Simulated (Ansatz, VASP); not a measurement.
## BW5 in VASP and in Ansatz

```
B W
1.0
     5.24904    0.00000    0.00000
    -2.62452    4.54580    0.00000
     0.00000    0.00000    4.17116
B W
1 5
Cartesian
  0.0000 0.0000 0.0000
  0.0000 3.0305 0.0000
  2.6245 1.5153 0.0000
  2.6245 0.0000 2.0856
  1.3123 2.2729 2.0856
  -1.3123 2.2729 2.0856
```

Change from the starting cell: species swapped into the PrCo5 type (P6/mmm, No. 191).

Alike in both runs: task single point; functional PBE; k mesh 6 × 6 × 4; occupations gaussian, width 0.1 eV; no spin polarisation.

|  | VASP | Ansatz |
| --- | --- | --- |
| version | VASP 6.6.1 | Ansatz 0.2.0 |
| potentials or method | VASP PAW PBE potentials, release 64 (B, W_sv), cutoff 520 eV | scalar-relativistic, plane waves, PAW |
| valence electrons in the cell | 73 | 73 |

Ansatz gave:

* gap on the k mesh at the Fermi level (eV): none
* pressure (GPa): 22.8
* traceless stress, the component that is largest in VASP (GPa): 21.78

Q: Estimate VASP's values.

A: gap on the k mesh at the Fermi level (eV): none; pressure (GPa): 23.7; traceless stress, the component that is largest in VASP (GPa): 22.11.

A gap of «none» marks a metal or a gap that the smearing closes.

The k mesh is coarse, so the values compare programs but aren't converged. Neither program's run includes spin-orbit coupling.
